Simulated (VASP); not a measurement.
# InW2 (I4/mmm) in VASP: a series of runs

The runs below take InW2 through single point, relaxation of cell and atoms, with PBE.

All numbers are computed with VASP 6.6.1; they aren't measurements. Logs are shortened: lines on timing, memory, paths and dates and some standing lists are left out, and cuts for length are marked.

## 1. The cell of the first run

It takes space group I4/mmm (No. 139, tetragonal). The conventional cell has a = 3.350 Å, b = 3.350 Å, c = 9.540 Å, α = 90.00°, β = 90.00°, γ = 90.00°. In (site symmetry 4/mmm) has 10 W at 2.95 to 3.01 Å and 4 In at 3.35 Å within 3.9 Å. W (site symmetry 4mm) has 8 W at 2.68 to 3.35 Å and 5 In at 2.95 to 3.01 Å within 3.5 Å.

## 2. Single point, PBE

The input, INCAR:

```
PREC = Accurate ; ENCUT = 520
EDIFF = 1E-6 ; ISMEAR = 0
SIGMA = 0.1 ; LREAL = False
LASPH = True ; NELM = 80
ALGO = Normal ; ISIF = 2
LWAVE = False ; LCHARG = False
GGA = PE ; NBANDS = 28
```

The input, KPOINTS:

```
regular mesh
0
Gamma
  6 6 6
```

The input, POSCAR:

```
InW2
1.0
   -1.6749321098      1.6749321098      4.7698438988
    1.6749321098     -1.6749321098      4.7698438988
    1.6749321098      1.6749321098     -4.7698438988
In W
1 2
Direct
    0.0000000000      0.0000000000      0.0000000000
    0.6841247975      0.6841247975      0.0000000000
    0.3158752025      0.3158752025      0.0000000000
```

Potentials or basis: VASP PAW PBE potentials, release 64 (In_d, W_sv).

Command:

```console
$ cat potpaw_PBE.64/In_d/POTCAR potpaw_PBE.64/W_sv/POTCAR > POTCAR
$ mpirun -np 1 vasp_std > vasp.out
```

OUTCAR:

```text
PREC = Accurate
   ENCUT = 520
   EDIFF = 1E-6
   ISMEAR = 0
   LREAL = False
   LASPH = True
   NELM = 80
   ISIF = 2
   GGA = PE

 ion  position               nearest neighbor table
   1  0.000  0.000  0.000-   2 2.95   2 2.95   2 2.95   3 2.95   3 2.95   3 2.95   2 2.95   3 2.95
                             2 3.01   3 3.01
   2  0.684  0.684  0.000-   3 2.68   3 2.68   3 2.68   3 2.68   1 2.95   1 2.95   1 2.95   1 2.95
                             1 3.01
   3  0.316  0.316  0.000-   2 2.68   2 2.68   2 2.68   2 2.68   1 2.95   1 2.95   1 2.95   1 2.95
                             1 3.01

  LATTYP: Found a body centered tetragonal cell.
 ALAT       =     3.3498642196
 C/A-ratio  =     2.8477834241

  Lattice vectors:

 A1 = (  -1.6749321098,   1.6749321098,   4.7698438988)
 A2 = (   1.6749321098,  -1.6749321098,   4.7698438988)
 A3 = (   1.6749321098,   1.6749321098,  -4.7698438988)

Analysis of symmetry for initial positions (statically):
=====================================================================
 Subroutine PRICEL returns:
 Original cell was already a primitive cell.

 Routine SETGRP: Setting up the symmetry group for a
 body centered tetragonal supercell.

 Subroutine GETGRP returns: Found 16 space group operations
 (whereof 16 operations were pure point group operations)
 out of a pool of 16 trial point group operations.

The static configuration has the point symmetry D_4h.

Analysis of symmetry for dynamics (positions and initial velocities):
=====================================================================
 Subroutine PRICEL returns:
 Original cell was already a primitive cell.

 Routine SETGRP: Setting up the symmetry group for a
 body centered tetragonal supercell.

 Subroutine GETGRP returns: Found 16 space group operations
 (whereof 16 operations were pure point group operations)
 out of a pool of 16 trial point group operations.

The dynamic configuration has the point symmetry D_4h.

 Subroutine INISYM returns: Found 16 space group operations
 (whereof 16 operations are pure point group operations),
 and found     1 'primitive' translations

----------------------------------------------------------------------------------------

                                     Primitive cell

  volume of cell :      53.5252

  direct lattice vectors                    reciprocal lattice vectors
    -1.674932110  1.674932110  4.769843899     0.000000000  0.298519562  0.104825233
     1.674932110 -1.674932110  4.769843899     0.298519562  0.000000000  0.104825233
     1.674932110  1.674932110 -4.769843899     0.298519562  0.298519562  0.000000000

  length of vectors
     5.325617895  5.325617895  5.325617895     0.316389410  0.316389410  0.422170413

  position of ions in fractional coordinates (direct lattice)
     0.000000000  0.000000000  0.000000000
     0.684124797  0.684124797  0.000000000
     0.315875203  0.315875203  0.000000000

  ion indices of the primitive-cell ions
   primitive index   ion index
                 1           1
                 2           2
                 3           3

----------------------------------------------------------------------------------------

 KPOINTS: regular mesh

Automatic generation of k-mesh.
 Grid dimensions read from file:
 generate k-points for:    6    6    6

 Generating k-lattice:

  Cartesian coordinates                     Fractional coordinates (reciprocal lattice)
     0.000000000  0.049753260  0.017470872     0.166666667  0.000000000  0.000000000
     0.049753260  0.000000000  0.017470872     0.000000000  0.166666667  0.000000000
     0.049753260  0.049753260  0.000000000     0.000000000  0.000000000  0.166666667

  Length of vectors
     0.052731568  0.052731568  0.070361736

  Shift w.r.t. Gamma in fractional coordinates (k-lattice)
     0.000000000  0.000000000  0.000000000

 Subroutine IBZKPT returns following result:
 ===========================================

 Found     30 irreducible k-points:

 Following reciprocal coordinates:
            Coordinates               Weight
  0.000000  0.000000  0.000000      1.000000
  0.166667 -0.000000  0.000000      8.000000
  0.333333  0.000000 -0.000000      8.000000
  0.500000  0.000000 -0.000000      4.000000
  0.166667  0.166667  0.000000      8.000000
  0.333333  0.166667  0.000000     16.000000
[... 16 lines left out ...]
 -0.333333 -0.333333  0.166667      8.000000
 -0.166667 -0.333333  0.166667      8.000000
 [... further k-points ...]
   k-points           NKPTS =     30   k-points in BZ     NKDIM =     30   number of bands    NBANDS=     28
   number of dos      NEDOS =    301   number of ions     NIONS =      3
   total plane-waves  NPLWV =  64000
   dimension x,y,z NGX =    40 NGY =   40 NGZ =   40
   dimension x,y,z NGXF=    80 NGYF=   80 NGZF=   80
   ions per type =               1   2
   NGX,Y,Z   is equivalent  to a cutoff of  12.49, 12.49, 12.49 a.u.
   NGXF,Y,Z  is equivalent  to a cutoff of  24.97, 24.97, 24.97 a.u.
 SYSTEM =  unknown system
   PREC   = accura    normal or accurate (medium, high low for compatibility)
   ISTART =      0    job   : 0-new  1-cont  2-samecut
   ICHARG =      2    charge: 1-file 2-atom 10-const
   ISPIN  =      1    spin polarized calculation?
   LNONCOLLINEAR =      F non collinear calculations
   LSORBIT =      F    spin-orbit coupling
   LASPH  =      T    aspherical Exc in radial PAW
   ENCUT  =  520.0 eV  38.22 Ry    6.18 a.u.   9.90  9.90  9.90*2*pi/ulx,y,z
   NELM   =     80;   NELMIN=  2; NELMDL= -5     # of ELM steps
   EDIFF  = 0.1E-05   stopping-criterion for ELM
   LREAL  =      F    real-space projection
   EDIFFG = 0.1E-04   stopping-criterion for IOM
   NSW    =      0    number of steps for IOM
   IBRION =     -1    ionic relax: 0-MD 1-quasi-New 2-CG
   NFREE  =      0    steps in history (QN), initial steepest desc. (CG)
   ISIF   =      2    stress and relaxation
   ISYM   =      2    0-nonsym 1-usesym 2-fastsym
   POTIM  = 0.5000    time-step for ionic-motion
   TEBEG  =    0.0;   TEEND  =   0.0 temperature during run
   PSTRESS=    0.0 pullay stress
   NELECT =      41.0000    total number of electrons
   NUPDOWN=      -1.0000    fix difference up-down
   EMIN   =  10.00;   EMAX   =-10.00  energy-range for DOS
   EFERMI =   0.00;   METHOD = LEGACY
   ISMEAR =     0;   SIGMA  =   0.10  broadening in eV -4-tet -1-fermi 0-gaus
   EFERMI_NEDOS =   21; number of points for ismear=-14 and -15
   IALGO  =     38    algorithm
   IMIX   =      4    mixing-type and parameters
     AMIX     =   0.40;   BMIX     =  1.00
     AMIX_MAG =   1.60;   BMIX_MAG =  1.00
  volume/ion in A,a.u.               =      17.84       120.40
  Fermi-wavevector in a.u.,A,eV,Ry     =   1.497902  2.830623 30.527513  2.243709
  Thomas-Fermi vector in A             =   2.609730
   LORBIT       =      0    0 simple, 1 ext, 2 COOP (PROOUT), +10 PAW based schemes
   GGA     = PE    functional components
   LHFCALC =     F    Hartree Fock is set to
   AEXX    =    0.0000 exact exchange contribution
   IVDW    =     0    specifies the selected vdW correction
   LEPSILON=     F    determine dielectric tensor
   LRPA    =     F    only Hartree local field effects (RPA)
 non-spin polarized calculation
 Gauss-broadening in eV      SIGMA  =   0.10
  energy-cutoff  :      520.00
  volume of cell :       53.53
 maximum number of plane-waves:      1456
   NGX = 19   NGY = 19   NGZ = 19

 number of electron      41.0000006 magnetization

 Free energy of the ion-electron system (eV)
  ---------------------------------------------------
  ext. energy  EPLUGINS =         0.00000000
  ---------------------------------------------------
  free energy    TOTEN  =       -27.11951786 eV

  energy without entropy =      -27.11099269  energy(sigma->0) =      -27.11525527

 E-fermi :  10.5934     XC(G=0): -12.6740

 val. band max:       10.5322762185   @ k =   0.0000   0.0000   0.0000
 cond. band min:      10.6390844236   @ k =   0.1667  -0.0000   0.0000
 fundamental gap:      0.1068082052
 Fermi energy:        10.5934394862

 k-point     1 :       0.0000    0.0000    0.0000
  band No.  band energies     occupation
      1     -63.3607      2.00000
      2     -63.2080      2.00000
      3     -27.7966      2.00000
      4     -27.7966      2.00000
      5     -27.6840      2.00000
      6     -27.3750      2.00000
[... 20 lines left out ...]
     27      19.5559      0.00000
     28      19.9522      0.00000

 k-point     2 :       0.1667   -0.0000    0.0000
  band No.  band energies     occupation
      1     -63.3496      2.00000
      2     -63.2173      2.00000
      3     -27.8459      2.00000
      4     -27.7507      2.00000
      5     -27.7172      2.00000
      6     -27.3277      2.00000
[... 20 lines left out ...]
     27      16.6964      0.00000
     28      18.3235      0.00000

 k-point     3 :       0.3333    0.0000   -0.0000
  band No.  band energies     occupation
      1     -63.3198      2.00000
      2     -63.2435      2.00000
      3     -27.9078      2.00000
      4     -27.8066      2.00000
      5     -27.6261      2.00000
      6     -27.2918      2.00000
[... 20 lines left out ...]
     27      16.3930      0.00000
     28      17.1324      0.00000

 k-point     4 :       0.5000    0.0000   -0.0000
  band No.  band energies     occupation
      1     -63.2812      2.00000
      2     -63.2803      2.00000
      3     -27.8997      2.00000
      4     -27.8879      2.00000
      5     -27.4595      2.00000
      6     -27.4562      2.00000
[... 578 lines left out ...]
     27      18.0395      0.00000
     28      18.8396      0.00000

 k-point    23 :      -0.3333   -0.3333    0.1667
  band No.  band energies     occupation
      1     -63.3392      2.00000
      2     -63.2258      2.00000
      3     -27.8559      2.00000
      4     -27.7658      2.00000
      5     -27.7319      2.00000
      6     -27.2974      2.00000
[... 20 lines left out ...]
     27      16.3774      0.00000
     28      18.5669      0.00000

 k-point    24 :      -0.1667   -0.3333    0.1667
  band No.  band energies     occupation
      1     -63.3492      2.00000
      2     -63.2177      2.00000
      3     -27.8496      2.00000
      4     -27.7518      2.00000
      5     -27.7036      2.00000
      6     -27.3420      2.00000
[... 20 lines left out ...]
     27      16.5469      0.00000
     28      18.1846      0.00000

 [... further k-points ...]

------------------------ aborting loop because EDIFF is reached ----------------------------------------

  FORCE on cell =-STRESS in cart. coord.  units (eV):
  Direction    XX          YY          ZZ          XY          YZ          ZX
  --------------------------------------------------------------------------------------
  -------------------------------------------------------------------------------------
  Total       -0.0276403     -0.0276403     -0.0137927      0.0000000      0.0000000      0.0000000
  in kB       -0.8273610     -0.8273610     -0.4128584      0.0000000      0.0000000      0.0000000
  external PRESSURE =      -0.6891935 kB  Pullay stress =       0.0000000 kB

 VOLUME and BASIS-vectors are now :
 -----------------------------------------------------------------------------
  energy-cutoff  :      520.00
  volume of cell :       53.53
      direct lattice vectors                 reciprocal lattice vectors
    -1.674932110  1.674932110  4.769843899     0.000000000  0.298519562  0.104825233
     1.674932110 -1.674932110  4.769843899     0.298519562  0.000000000  0.104825233
     1.674932110  1.674932110 -4.769843899     0.298519562  0.298519562  0.000000000

 POSITION                                       TOTAL-FORCE (eV/Angst)
 -----------------------------------------------------------------------------------
      0.00000      0.00000      0.00000        -0.000000     -0.000000      0.000000
      0.00000      0.00000      6.52634         0.000000      0.000000     -0.017067
      0.00000      0.00000      3.01335        -0.000000     -0.000000      0.017067
 -----------------------------------------------------------------------------------
    total drift:                                0.000000     -0.000000      0.000000

  FREE ENERGIE OF THE ION-ELECTRON SYSTEM (eV)
  ---------------------------------------------------
  free  energy   TOTEN  =       -27.1195178610 eV

  energy  without entropy=      -27.1109926854  energy(sigma->0) =      -27.11525527
```

It took 26 s on 1 thread of Intel Xeon 6975P-C (Granite Rapids), shared host; peak memory 0.24 GiB.

Results:

```
Free energy   : -27.1195 eV
Pressure      : -0.1 GPa
Largest force : 0.017 eV/Å
```

Forces in eV/Å, atoms in the order of the input:
```
In   0.000  0.000  0.000
W    0.000  0.000 -0.017
W    0.000  0.000  0.017
```

Caveat: the k points lie up to 0.44 Å⁻¹ apart; spin-orbit coupling is left out, which moves the levels of the heavy elements.

## 3. Relaxation of cell and atoms, PBE

This run uses another cell than the first one, of 18.08 Å³/atom, 1.014 times its volume.

The input, INCAR:

```
SYSTEM = InW2
  PREC = Accurate
  ENCUT = 600
  EDIFF = 1E-6
  ISMEAR = 0
  SIGMA = 0.1
  LREAL = .FALSE.
  LASPH = .TRUE.
  NELM = 80
  ALGO = Normal
  ISIF = 3
  LWAVE = .FALSE.
  LCHARG = .FALSE.
  GGA = PE
  IBRION = 2
  NSW = 90
  EDIFFG = -0.04
```

The input, KPOINTS:

```
Automatic mesh
0
G
  6 6 6
  0 0 0
```

The input, POSCAR:

```
InW2
1.0
   -1.7682618285      1.7682618285      4.3377672980
    1.7682618285     -1.7682618285      4.3377672980
    1.7682618285      1.7682618285     -4.3377672980
In W
1 2
Direct
    0.0000000000      0.0000000000      0.0000000000
    0.6650000000      0.6650000000      0.0000000000
    0.3350000000      0.3350000000      0.0000000000
```

Potentials or basis: VASP PAW PBE potentials, release 64 (In_d, W_sv).

Command:

```console
$ cat potpaw_PBE.64/In_d/POTCAR potpaw_PBE.64/W_sv/POTCAR > POTCAR
$ mpirun -np 1 vasp_std > vasp.out
```

OUTCAR:

```text
SYSTEM = InW2
   PREC = Accurate
   ENCUT = 600
   EDIFF = 1E-6
   ISMEAR = 0
   LREAL = .FALSE.
   LASPH = .TRUE.
   NELM = 80
   ISIF = 3
   GGA = PE
   IBRION = 2
   NSW = 90
   EDIFFG = -0.04

 ion  position               nearest neighbor table
   1  0.000  0.000  0.000-   2 2.88   3 2.88   2 2.88   3 2.88   2 2.88   3 2.88   3 2.88   2 2.88
                             2 2.91   3 2.91
   2  0.665  0.665  0.000-   3 2.86   1 2.88   1 2.88   1 2.88   1 2.88   3 2.90   3 2.90   3 2.90
                             3 2.90   1 2.91
   3  0.335  0.335  0.000-   2 2.86   1 2.88   1 2.88   1 2.88   1 2.88   2 2.90   2 2.90   2 2.90
                             2 2.90   1 2.91

  LATTYP: Found a body centered tetragonal cell.
 ALAT       =     3.5365236570
 C/A-ratio  =     2.4531250000

  Lattice vectors:

 A1 = (  -1.7682618285,   1.7682618285,   4.3377672980)
 A2 = (   1.7682618285,  -1.7682618285,   4.3377672980)
 A3 = (   1.7682618285,   1.7682618285,  -4.3377672980)

Analysis of symmetry for initial positions (statically):
=====================================================================
 Subroutine PRICEL returns:
 Original cell was already a primitive cell.

 Routine SETGRP: Setting up the symmetry group for a
 body centered tetragonal supercell.

 Subroutine GETGRP returns: Found 16 space group operations
[... 276 lines left out ...]

[... ionic steps 4 to 7 ...]

--------------------------------------- Ionic step        8  -------------------------------------------

 number of electron      41.0000005 magnetization

------------------------ aborting loop because EDIFF is reached ----------------------------------------
[... 69 lines left out ...]
--------------------------------------- Ionic step       10  -------------------------------------------

 number of electron      41.0000006 magnetization

 Free energy of the ion-electron system (eV)
  ---------------------------------------------------
  ext. energy  EPLUGINS =         0.00000000
  ---------------------------------------------------
  free energy    TOTEN  =       -27.11903065 eV

  energy without entropy =      -27.11049506  energy(sigma->0) =      -27.11476286

 E-fermi :  10.6073     XC(G=0): -12.6795

 val. band max:       10.5461459306   @ k =   0.0000   0.0000   0.0000
 cond. band min:      10.6531948933   @ k =   0.1667   0.0000  -0.0000
 fundamental gap:      0.1070489627
 Fermi energy:        10.6073227951

 k-point     1 :       0.0000    0.0000    0.0000
  band No.  band energies     occupation
      1     -63.3466      2.00000
      2     -63.1937      2.00000
      3     -27.7832      2.00000
      4     -27.7832      2.00000
      5     -27.6700      2.00000
      6     -27.3604      2.00000
[... 637 lines left out ...]
     23      12.0744      0.00000
     24      12.8867      0.00000

 [... further k-points ...]

------------------------ aborting loop because EDIFF is reached ----------------------------------------

  FORCE on cell =-STRESS in cart. coord.  units (eV):
  Direction    XX          YY          ZZ          XY          YZ          ZX
  --------------------------------------------------------------------------------------
  -------------------------------------------------------------------------------------
  Total        0.0586475      0.0586475      0.0798506      0.0000000      0.0000000      0.0000000
  in kB        1.7572377      1.7572377      2.3925390      0.0000000      0.0000000      0.0000000
  external PRESSURE =       1.9690048 kB  Pullay stress =       0.0000000 kB
[... 18 lines left out ...]
  FREE ENERGIE OF THE ION-ELECTRON SYSTEM (eV)
  ---------------------------------------------------
  free  energy   TOTEN  =       -27.1190306484 eV

  energy  without entropy=      -27.1104950640  energy(sigma->0) =      -27.11476286

 reached required accuracy - stopping structural energy minimisation
```

OSZICAR:

```text
N       E                     dE             d eps       ncg     rms          rms(c)
DAV:   1     0.478101033995E+03    0.47810E+03   -0.25617E+04  1448   0.244E+03
DAV:   2    -0.118464680855E+01   -0.47929E+03   -0.47596E+03  1512   0.620E+02
DAV:   3    -0.270992503608E+02   -0.25915E+02   -0.25472E+02  1784   0.144E+02
[... 91 lines left out ...]
DAV:   2    -0.271211132599E+02    0.34554E-02   -0.27416E-02  1512   0.165E+00    0.268E-01
DAV:   3    -0.271190875134E+02    0.20257E-02   -0.76364E-03  1880   0.719E-01    0.757E-02
DAV:   4    -0.271190392919E+02    0.48221E-04   -0.85512E-04  1696   0.245E-01    0.433E-02
DAV:   5    -0.271190315993E+02    0.76926E-05   -0.55324E-05  2048   0.664E-02    0.232E-02
DAV:   6    -0.271190306484E+02    0.95089E-06   -0.52774E-06  1488   0.271E-02
  10 F= -.27119031E+02 E0= -.27114763E+02  d E =-.991754E-02
```

It took 2.9 min on 1 thread of Intel Xeon 6975P-C (Granite Rapids), shared host; peak memory 0.27 GiB.

What came out:

- Free energy: -27.1190 eV
- Relaxed volume: 17.82 Å³/atom
- Relaxed cell: a = 5.322 Å, b = 5.322 Å, c = 5.322 Å, α = 143.31°, β = 143.31°, γ = 52.85°
- Space group after relaxing (to 0.05 Å): I4/mmm (No. 139)
- Energy gained by relaxing: 190.0 meV/atom
- Ionic steps: 10
- Pressure after relaxing: 0.2 GPa
- Largest force after relaxing: 0.015 eV/Å

Forces in eV/Å, atoms in the order of the input:
```
In   0.000  0.000  0.000
W    0.000  0.000 -0.015
W    0.000  0.000  0.015
```

Step by step:
| step | energy change (eV) | largest force (eV/Å) | pressure (GPa) | volume (Å³) |
| --- | --- | --- | --- | --- |
| 1 | 0.0000 | 1.5849 | -5.52 | 54.25 |
| 2 | -0.2291 | 1.0502 | 14.83 | 49.46 |
| 3 | -0.2412 | 1.3086 | 10.48 | 50.25 |
| 4 | -0.4100 | 0.5349 | 9.67 | 50.60 |
| 5 | -0.4797 | 0.4040 | 10.43 | 50.93 |
| 6 | -0.5593 | 0.2242 | -1.11 | 53.58 |
| 7 | -0.5599 | 0.1758 | -0.24 | 53.35 |
| 8 | -0.5634 | 0.1463 | -0.17 | 53.37 |
| 9 | -0.5693 | 0.0360 | 0.07 | 53.45 |
| 10 | -0.5699 | 0.0152 | 0.20 | 53.47 |

Final structure:
```
In W
1.0
    -1.67483    1.67483    4.76572
     1.67483   -1.67483    4.76572
     1.67483    1.67483   -4.76572
In W
1 2
Direct
  0.00000 0.00000 0.00000
  0.68407 0.68407 0.00000
  0.31593 0.31593 0.00000
```

Caveat: the k points lie up to 0.44 Å⁻¹ apart in the final cell; spin-orbit coupling is left out, which moves the levels of the heavy elements.
